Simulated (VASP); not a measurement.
# SbMo (Fm-3m) in VASP: further runs, part 2 of 2

VASP 6.6.1. Earlier steps stand in the parts before.

### 3 Single point, r2SCAN (volume scaled by 0.960)

The input, POSCAR:

```
SbMo
1.0
    0.0000000000      2.7113838306      2.7113838306
    2.7113838306      0.0000000000      2.7113838306
    2.7113838306      2.7113838306      0.0000000000
Mo Sb
1 1
Direct
    0.5000000000      0.5000000000      0.5000000000
    0.0000000000      0.0000000000      0.0000000000
```

The input, INCAR.step1:

```
PREC = Accurate
ENCUT = 520
ISMEAR = 0
SIGMA = 0.05
LREAL = False
LASPH = True
NELM = 80
NBANDS = 16
GGA = PE
ALGO = Normal
EDIFF = 1E-4
LWAVE = True
LCHARG = False
```

The input, INCAR.step2:

```
PREC = Accurate
ENCUT = 520
EDIFF = 1E-7
ISMEAR = 0
SIGMA = 0.05
LREAL = False
LASPH = True
NELM = 80
ALGO = Normal
ISIF = 2
LWAVE = False
LCHARG = False
METAGGA = R2SCAN
LMIXTAU = True
NBANDS = 16
ISTART = 1
```

The input, KPOINTS:

```
regular mesh
0
Gamma
  10 10 10
```

Potentials or basis: VASP PAW PBE potentials, release 64 (Mo_sv, Sb).

Command:

```console
cat potpaw_PBE.64/Mo_sv/POTCAR potpaw_PBE.64/Sb/POTCAR > POTCAR
cp INCAR.step1 INCAR
mpirun -np 1 vasp_std > vasp.out
cp INCAR.step2 INCAR
mpirun -np 1 vasp_std > vasp.out
```

OUTCAR:

```text
PREC = Accurate
   ENCUT = 520
   EDIFF = 1E-7
   ISMEAR = 0
   LREAL = False
   LASPH = True
   NELM = 80
   ISIF = 2
   METAGGA = R2SCAN
   ISTART = 1

 ion  position               nearest neighbor table
   1  0.500  0.500  0.500-   2 2.71   2 2.71   2 2.71   2 2.71   2 2.71   2 2.71
   2  0.000  0.000  0.000-   1 2.71   1 2.71   1 2.71   1 2.71   1 2.71   1 2.71

  LATTYP: Found a face centered cubic cell.
 ALAT       =     5.4227676612

  Lattice vectors:

 A1 = (   0.0000000000,   2.7113838306,   2.7113838306)
 A2 = (   2.7113838306,   0.0000000000,   2.7113838306)
 A3 = (   2.7113838306,   2.7113838306,   0.0000000000)

Analysis of symmetry for initial positions (statically):
=====================================================================
 Subroutine PRICEL returns:
 Original cell was already a primitive cell.

 Routine SETGRP: Setting up the symmetry group for a
 face centered cubic supercell.

 Subroutine GETGRP returns: Found 48 space group operations
 (whereof 48 operations were pure point group operations)
 out of a pool of 48 trial point group operations.

The static configuration has the point symmetry O_h .

Analysis of symmetry for dynamics (positions and initial velocities):
=====================================================================
 Subroutine PRICEL returns:
 Original cell was already a primitive cell.

 Routine SETGRP: Setting up the symmetry group for a
 face centered cubic supercell.

 Subroutine GETGRP returns: Found 48 space group operations
 (whereof 48 operations were pure point group operations)
 out of a pool of 48 trial point group operations.

The dynamic configuration has the point symmetry O_h .

 Subroutine INISYM returns: Found 48 space group operations
 (whereof 48 operations are pure point group operations),
 and found     1 'primitive' translations

----------------------------------------------------------------------------------------

                                     Primitive cell

  volume of cell :      39.8660

  direct lattice vectors                    reciprocal lattice vectors
     0.000000000  2.711383831  2.711383831    -0.184407679  0.184407679  0.184407679
     2.711383831  0.000000000  2.711383831     0.184407679 -0.184407679  0.184407679
     2.711383831  2.711383831  0.000000000     0.184407679  0.184407679 -0.184407679

  length of vectors
     3.834475786  3.834475786  3.834475786     0.319403470  0.319403470  0.319403470

  position of ions in fractional coordinates (direct lattice)
     0.500000000  0.500000000  0.500000000
     0.000000000  0.000000000  0.000000000

  ion indices of the primitive-cell ions
   primitive index   ion index
                 1           1
                 2           2

----------------------------------------------------------------------------------------

 KPOINTS: regular mesh

Automatic generation of k-mesh.
 Grid dimensions read from file:
 generate k-points for:   10   10   10

 Generating k-lattice:

  Cartesian coordinates                     Fractional coordinates (reciprocal lattice)
    -0.018440768  0.018440768  0.018440768     0.100000000  0.000000000  0.000000000
     0.018440768 -0.018440768  0.018440768     0.000000000  0.100000000  0.000000000
     0.018440768  0.018440768 -0.018440768     0.000000000  0.000000000  0.100000000

  Length of vectors
     0.031940347  0.031940347  0.031940347

  Shift w.r.t. Gamma in fractional coordinates (k-lattice)
     0.000000000  0.000000000  0.000000000

 Subroutine IBZKPT returns following result:
 ===========================================

 Found     47 irreducible k-points:

 Following reciprocal coordinates:
            Coordinates               Weight
  0.000000  0.000000  0.000000      1.000000
  0.100000  0.000000  0.000000      8.000000
  0.200000  0.000000  0.000000      8.000000
  0.300000  0.000000  0.000000      8.000000
  0.400000  0.000000  0.000000      8.000000
  0.500000  0.000000  0.000000      4.000000
[... 16 lines left out ...]
  0.300000  0.300000  0.000000      6.000000
  0.400000  0.300000  0.000000     24.000000
 [... further k-points ...]
   k-points           NKPTS =     47   k-points in BZ     NKDIM =     47   number of bands    NBANDS=     16
   number of dos      NEDOS =    301   number of ions     NIONS =      2
   total plane-waves  NPLWV =  27000
   dimension x,y,z NGX =    30 NGY =   30 NGZ =   30
   dimension x,y,z NGXF=    60 NGYF=   60 NGZF=   60
   ions per type =               1   1
   NGX,Y,Z   is equivalent  to a cutoff of  13.01, 13.01, 13.01 a.u.
   NGXF,Y,Z  is equivalent  to a cutoff of  26.01, 26.01, 26.01 a.u.
 SYSTEM =  unknown system
   PREC   = accura    normal or accurate (medium, high low for compatibility)
   ISTART =      1    job   : 0-new  1-cont  2-samecut
   ICHARG =      0    charge: 1-file 2-atom 10-const
   ISPIN  =      1    spin polarized calculation?
   LNONCOLLINEAR =      F non collinear calculations
   LSORBIT =      F    spin-orbit coupling
   LASPH  =      T    aspherical Exc in radial PAW
   ENCUT  =  520.0 eV  38.22 Ry    6.18 a.u.   7.13  7.13  7.13*2*pi/ulx,y,z
   NELM   =     80;   NELMIN=  2; NELMDL=  0     # of ELM steps
   EDIFF  = 0.1E-06   stopping-criterion for ELM
   LREAL  =      F    real-space projection
   EDIFFG = 0.1E-05   stopping-criterion for IOM
   NSW    =      0    number of steps for IOM
   IBRION =     -1    ionic relax: 0-MD 1-quasi-New 2-CG
   NFREE  =      0    steps in history (QN), initial steepest desc. (CG)
   ISIF   =      2    stress and relaxation
   ISYM   =      2    0-nonsym 1-usesym 2-fastsym
   POTIM  = 0.5000    time-step for ionic-motion
   TEBEG  =    0.0;   TEEND  =   0.0 temperature during run
   PSTRESS=    0.0 pullay stress
   NELECT =      19.0000    total number of electrons
   NUPDOWN=      -1.0000    fix difference up-down
   EMIN   =  10.00;   EMAX   =-10.00  energy-range for DOS
   EFERMI =   0.00;   METHOD = LEGACY
   ISMEAR =     0;   SIGMA  =   0.05  broadening in eV -4-tet -1-fermi 0-gaus
   EFERMI_NEDOS =   21; number of points for ismear=-14 and -15
   IALGO  =     38    algorithm
   IMIX   =      4    mixing-type and parameters
     AMIX     =   0.40;   BMIX     =  1.00
     AMIX_MAG =   1.60;   BMIX_MAG =  1.00
  volume/ion in A,a.u.               =      19.93       134.51
  Fermi-wavevector in a.u.,A,eV,Ry     =   1.278768  2.416521 22.248888  1.635247
  Thomas-Fermi vector in A             =   2.411292
   LORBIT       =      0    0 simple, 1 ext, 2 COOP (PROOUT), +10 PAW based schemes
   METAGGA = R2SCAN    functional components
   LHFCALC =     F    Hartree Fock is set to
   AEXX    =    0.0000 exact exchange contribution
   IVDW    =     0    specifies the selected vdW correction
   LEPSILON=     F    determine dielectric tensor
   LRPA    =     F    only Hartree local field effects (RPA)
 non-spin polarized calculation
 Gauss-broadening in eV      SIGMA  =   0.05
  energy-cutoff  :      520.00
  volume of cell :       39.87
 maximum number of plane-waves:      1090
 NGX is ok and might be reduce to    30
   NGX = 15   NGY = 15   NGZ = 15

 number of electron      18.9999997 magnetization

 Free energy of the ion-electron system (eV)
  ---------------------------------------------------
  ext. energy  EPLUGINS =         0.00000000
  ---------------------------------------------------
  free energy    TOTEN  =       -50.08862838 eV

  energy without entropy =      -50.08535391  energy(sigma->0) =      -50.08699114

 E-fermi :  10.8958     XC(G=0): -12.4443

 val. band max:       10.8914286361   @ k =  -0.3000   0.3000   0.1000
 cond. band min:      10.9448794168   @ k =   0.5000   0.2000   0.1000
 fundamental gap:      0.0534507807
 Fermi energy:        10.8957723357

 k-point     1 :       0.0000    0.0000    0.0000
  band No.  band energies     occupation
      1     -51.9421      2.00000
      2     -25.3780      2.00000
      3     -25.3780      2.00000
      4     -25.3780      2.00000
      5      -1.9711      2.00000
      6       9.2948      2.00000
[... 8 lines left out ...]
     15      18.8878      0.00000
     16      23.0064      0.00000
[... 419 lines left out ...]
 k-point    24 :       0.4000    0.3000    0.0000
  band No.  band energies     occupation
      1     -51.9356      2.00000
      2     -25.4346      2.00000
      3     -25.4017      2.00000
      4     -25.3997      2.00000
      5      -0.0014      2.00000
      6       5.6794      2.00000
[... 8 lines left out ...]
     15      20.0061      0.00000
     16      22.2881      0.00000

 [... further k-points ...]

------------------------ aborting loop because EDIFF is reached ----------------------------------------

  FORCE on cell =-STRESS in cart. coord.  units (eV):
  Direction    XX          YY          ZZ          XY          YZ          ZX
  --------------------------------------------------------------------------------------
  -------------------------------------------------------------------------------------
  Total        1.4999323      1.4999323      1.4999323     -0.0000000      0.0000000     -0.0000000
  in kB       60.2808302     60.2808302     60.2808302     -0.0000000      0.0000000     -0.0000000
  external PRESSURE =      60.2808302 kB  Pullay stress =       0.0000000 kB

 VOLUME and BASIS-vectors are now :
 -----------------------------------------------------------------------------
  energy-cutoff  :      520.00
  volume of cell :       39.87
      direct lattice vectors                 reciprocal lattice vectors
     0.000000000  2.711383831  2.711383831    -0.184407679  0.184407679  0.184407679
     2.711383831  0.000000000  2.711383831     0.184407679 -0.184407679  0.184407679
     2.711383831  2.711383831  0.000000000     0.184407679  0.184407679 -0.184407679

 POSITION                                       TOTAL-FORCE (eV/Angst)
 -----------------------------------------------------------------------------------
      2.71138      2.71138      2.71138         0.000000      0.000000      0.000000
      0.00000      0.00000      0.00000        -0.000000     -0.000000     -0.000000
 -----------------------------------------------------------------------------------
    total drift:                                0.000000     -0.000000      0.000000

  FREE ENERGIE OF THE ION-ELECTRON SYSTEM (eV)
  ---------------------------------------------------
  free  energy   TOTEN  =       -50.0886283762 eV

  energy  without entropy=      -50.0853539089  energy(sigma->0) =      -50.08699114
```

OUTCAR.step1:

```text
PREC = Accurate
   ENCUT = 520
   ISMEAR = 0
   LREAL = False
   LASPH = True
[... 678 lines left out ...]
      2.71138      2.71138      2.71138        -0.000000     -0.000000     -0.000000
      0.00000      0.00000      0.00000         0.000000      0.000000      0.000000
 -----------------------------------------------------------------------------------
    total drift:                                0.000000     -0.000000      0.000000

  FREE ENERGIE OF THE ION-ELECTRON SYSTEM (eV)
  ---------------------------------------------------
  free  energy   TOTEN  =       -13.4189232727 eV

  energy  without entropy=      -13.4155172870  energy(sigma->0) =      -13.41722028
```

OSZICAR.step1:

```text
N       E                     dE             d eps       ncg     rms          rms(c)
DAV:   1     0.143269179922E+03    0.14327E+03   -0.10207E+04  1552   0.106E+03
DAV:   2    -0.111019344350E+02   -0.15437E+03   -0.15133E+03  2024   0.310E+02
DAV:   3    -0.137896642202E+02   -0.26877E+01   -0.26807E+01  1632   0.434E+01
DAV:   4    -0.138152717762E+02   -0.25608E-01   -0.25607E-01  2024   0.489E+00
DAV:   5    -0.138157972170E+02   -0.52544E-03   -0.52543E-03  1704   0.578E-01    0.116E+01
DAV:   6    -0.134519032767E+02    0.36389E+00   -0.19374E+00  1544   0.103E+01    0.344E+00
DAV:   7    -0.134243246800E+02    0.27579E-01   -0.12893E-01  1560   0.292E+00    0.278E+00
DAV:   8    -0.134189038692E+02    0.54208E-02   -0.15553E-02  1752   0.879E-01    0.136E-01
DAV:   9    -0.134189232727E+02   -0.19404E-04   -0.28155E-04  1832   0.144E-01
   1 F= -.13418923E+02 E0= -.13417220E+02  d E =-.340599E-02
```

Run time: 58 s. Hardware: 1 thread of Intel Xeon 6975P-C (Granite Rapids), shared host; peak memory 0.19 GiB.

What came out:

* Free energy: -50.0886 eV
* Pressure: 6.0 GPa

Levels at points of the mesh, in eV from the Fermi level:
```
           k point  band 7  band 8  band 9  band 10  band 11  band 12  band 13  band 14
(0.00, 0.00, 0.00)   -1.60   -1.60   -1.13    -1.13     1.27     1.27     1.27     7.69
(0.50, 0.00, 0.00)   -4.08   -4.08   -0.05    -0.05     0.80     4.41     6.71     6.71
(0.50, 0.50, 0.00)   -3.03   -1.52   -1.52    -0.37     0.57     0.57     1.76     4.70
```

Caveat: the PAW data sets were made with another functional, which shifts forces and pressure a little; spin-orbit coupling is left out, which moves the levels of the heavy elements.

### 4 Single point, r2SCAN (volume scaled by 0.980)

The input, POSCAR:

```
SbMo
1.0
    0.0000000000      2.7300836204      2.7300836204
    2.7300836204      0.0000000000      2.7300836204
    2.7300836204      2.7300836204      0.0000000000
Mo Sb
1 1
Direct
    0.5000000000      0.5000000000      0.5000000000
    0.0000000000      0.0000000000      0.0000000000
```

The input, INCAR.step1:

```
SYSTEM = SbMo
PREC     = Accurate       ! precision mode
ENCUT    = 520            ! plane-wave cutoff, eV
ISMEAR   = 0              ! smearing method
SIGMA    = 0.05           ! smearing width, eV
LREAL    = .False.        ! projectors in reciprocal space
LASPH    = .True.         ! aspherical terms in the spheres
NELM     = 80             ! most SCF steps
NBANDS   = 16             ! bands
GGA      = PE             ! functional
ALGO     = Normal         ! electronic algorithm
EDIFF    = 1E-4           ! SCF threshold, eV
LWAVE    = .True.         ! write WAVECAR
LCHARG   = .False.        ! write CHGCAR
```

The input, INCAR.step2:

```
SYSTEM = SbMo
PREC     = Accurate       ! precision mode
ENCUT    = 520            ! plane-wave cutoff, eV
EDIFF    = 1E-6           ! SCF threshold, eV
ISMEAR   = 0              ! smearing method
SIGMA    = 0.05           ! smearing width, eV
LREAL    = .False.        ! projectors in reciprocal space
LASPH    = .True.         ! aspherical terms in the spheres
NELM     = 80             ! most SCF steps
ALGO     = Normal         ! electronic algorithm
ISIF     = 2              ! what is computed and relaxed
LWAVE    = .False.        ! write WAVECAR
LCHARG   = .True.         ! write CHGCAR
METAGGA  = R2SCAN         ! meta-GGA
LMIXTAU  = .True.       
LELF     = .True.         ! ELF
LVHAR    = .True.       
NBANDS   = 16             ! bands
ISTART   = 1
```

The input, KPOINTS:

```
regular mesh
0
Gamma
  10 10 10
  0 0 0
```

Potentials or basis: VASP PAW PBE potentials, release 64 (Mo_sv, Sb).

Command:

```console
cat potpaw_PBE.64/Mo_sv/POTCAR potpaw_PBE.64/Sb/POTCAR > POTCAR
cp INCAR.step1 INCAR
mpirun -np 1 vasp_std > vasp.out
cp INCAR.step2 INCAR
mpirun -np 1 vasp_std > vasp.out
```

OUTCAR:

```text
SYSTEM = SbMo
   PREC = Accurate
   ENCUT = 520
   EDIFF = 1E-6
   ISMEAR = 0
   LREAL = .False.
   LASPH = .True.
   NELM = 80
   ISIF = 2
   METAGGA = R2SCAN
   ISTART = 1

 ion  position               nearest neighbor table
   1  0.500  0.500  0.500-   2 2.73   2 2.73   2 2.73   2 2.73   2 2.73   2 2.73
   2  0.000  0.000  0.000-   1 2.73   1 2.73   1 2.73   1 2.73   1 2.73   1 2.73

  LATTYP: Found a face centered cubic cell.
 ALAT       =     5.4601672408

  Lattice vectors:

[... 645 lines left out ...]

  FORCE on cell =-STRESS in cart. coord.  units (eV):
  Direction    XX          YY          ZZ          XY          YZ          ZX
  --------------------------------------------------------------------------------------
  -------------------------------------------------------------------------------------
  Total        0.7364462      0.7364462      0.7364462      0.0000000      0.0000000     -0.0000000
  in kB       28.9930389     28.9930389     28.9930389      0.0000000      0.0000000     -0.0000000
  external PRESSURE =      28.9930389 kB  Pullay stress =       0.0000000 kB

 VOLUME and BASIS-vectors are now :
 -----------------------------------------------------------------------------
  energy-cutoff  :      520.00
  volume of cell :       40.70
      direct lattice vectors                 reciprocal lattice vectors
     0.000000000  2.730083620  2.730083620    -0.183144573  0.183144573  0.183144573
     2.730083620  0.000000000  2.730083620     0.183144573 -0.183144573  0.183144573
     2.730083620  2.730083620  0.000000000     0.183144573  0.183144573 -0.183144573

 POSITION                                       TOTAL-FORCE (eV/Angst)
 -----------------------------------------------------------------------------------
      2.73008      2.73008      2.73008         0.000000      0.000000      0.000000
      0.00000      0.00000      0.00000        -0.000000     -0.000000     -0.000000
 -----------------------------------------------------------------------------------
    total drift:                                0.000000     -0.000000      0.000000

  FREE ENERGIE OF THE ION-ELECTRON SYSTEM (eV)
  ---------------------------------------------------
  free  energy   TOTEN  =       -50.1116745088 eV

  energy  without entropy=      -50.1082896296  energy(sigma->0) =      -50.10998207
```

OUTCAR.step1:

```text
SYSTEM = SbMo
   PREC = Accurate
   ENCUT = 520
   ISMEAR = 0
   LREAL = .False.
   LASPH = .True.
[... 678 lines left out ...]
      2.73008      2.73008      2.73008         0.000000     -0.000000     -0.000000
      0.00000      0.00000      0.00000        -0.000000      0.000000      0.000000
 -----------------------------------------------------------------------------------
    total drift:                                0.000000     -0.000000      0.000000

  FREE ENERGIE OF THE ION-ELECTRON SYSTEM (eV)
  ---------------------------------------------------
  free  energy   TOTEN  =       -13.4493151181 eV

  energy  without entropy=      -13.4457667501  energy(sigma->0) =      -13.44754093
```

OSZICAR.step1:

```text
N       E                     dE             d eps       ncg     rms          rms(c)
DAV:   1     0.145879291622E+03    0.14588E+03   -0.10158E+04  1544   0.104E+03
DAV:   2    -0.110608323896E+02   -0.15694E+03   -0.15378E+03  1992   0.315E+02
DAV:   3    -0.138377798597E+02   -0.27769E+01   -0.27614E+01  1744   0.440E+01
DAV:   4    -0.138633046695E+02   -0.25525E-01   -0.25524E-01  1968   0.486E+00
DAV:   5    -0.138639042694E+02   -0.59960E-03   -0.59960E-03  1800   0.630E-01    0.111E+01
DAV:   6    -0.134857796583E+02    0.37812E+00   -0.20720E+00  1520   0.105E+01    0.321E+00
DAV:   7    -0.134546466554E+02    0.31133E-01   -0.14495E-01  1576   0.307E+00    0.265E+00
DAV:   8    -0.134492877677E+02    0.53589E-02   -0.16637E-02  1744   0.899E-01    0.152E-01
DAV:   9    -0.134493151181E+02   -0.27350E-04   -0.31095E-04  1800   0.152E-01
   1 F= -.13449315E+02 E0= -.13447541E+02  d E =-.354837E-02
```

It took 57 s on 1 thread of Intel Xeon 6975P-C (Granite Rapids), shared host; peak memory 0.19 GiB.

Results:

| Item | Value |
| --- | --- |
| Free energy | -50.1117 eV |
| Pressure | 2.9 GPa |

Caveat: the PAW data sets were made with another functional, which shifts forces and pressure a little; spin-orbit coupling is left out, which moves the levels of the heavy elements.

### 5 Summary

| level | cell | k mesh | gap on the mesh (eV) | pressure (GPa) |
| --- | --- | --- | --- | --- |
| PBE | a = 3.860 Å, angles 60.0°, 2 atoms | 6 × 6 × 6 | none | 4.5 |
| r2SCAN | a = 3.834 Å, angles 60.0°, 2 atoms | 10 × 10 × 10 | none | 6.0 |
| r2SCAN | a = 3.861 Å, angles 60.0°, 2 atoms | 10 × 10 × 10 | none | 2.9 |

Alike in all rows: task single point; potentials or basis VASP PAW PBE potentials, release 64 (Mo_sv, Sb); no spin polarisation; cutoff (eV) 520; smearing gaussian 0.05 eV.

Caveats: spin-orbit coupling is left out, which moves the levels of the heavy elements; the PAW data sets were made with another functional, which shifts forces and pressure a little (some runs).

Absolute energies hang on the potentials; compare differences alone.
